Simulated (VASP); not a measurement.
**Au: single point with LDA**

Crystal: Au.

```
Au
1.0
     0.00000    1.96879    1.96879
     2.04550   -0.07671    2.04550
     2.04550    2.04550   -0.07671
Au
1
Direct
  0.00000 0.00000 0.00000
```

This cell differs from its parent crystal: strain -0.0750 x Voigt [0, 0, 0, 1, 0, 0].

```
Program                : VASP 6.6.1
Task                   : single point
Functional             : LDA
Potentials or basis    : VASP PAW LDA potentials, release 64 (Au)
Cutoff                 : 520 eV
k mesh                 : 20 × 20 × 20
Occupations            : gaussian, width 0.15 eV
Spin                   : no spin polarisation
Dipole correction      : no
Further INCAR settings : ALGO = Normal; EDIFF = 1e-06; NBANDS = 12
```

```yaml
Pressure: -4.3 GPa
```

Stress tensor (GPa, compression positive):
```
-5.12  0.00  0.00
 0.00 -3.84  2.35
 0.00  2.35 -3.84
```

Levels at points of the mesh, in eV from the Fermi level:
```
           k point  band 3  band 4  band 5  band 6  band 7  band 8  band 9  band 10
(0.00, 0.00, 0.00)   -4.82   -4.31   -3.10   -3.07   14.38   17.27   18.60    19.73
(0.50, 0.00, 0.00)   -4.43   -2.05   -1.73   -0.67    3.60   13.66   16.05    16.95
(0.00, 0.50, 0.00)   -4.34   -2.19   -1.84   -1.22    2.60   14.21   17.24    18.10
(0.50, 0.50, 0.00)   -2.09   -1.65   -1.52    1.03    5.83    9.95    9.97    17.26
(0.00, 0.50, 0.50)   -1.96   -1.63   -1.60    0.99    5.72    8.65   11.33    16.81
```

Wall time 64 s on 1 thread of Intel(R) Xeon(R) Platinum 8559C (Emerald Rapids), on a shared host, peak memory 0.33 GiB.

Caveat: the cell differs from its parent crystal (strain -0.0750 x Voigt [0, 0, 0, 1, 0, 0]); spin-orbit coupling is left out, which moves the levels of the heavy elements.
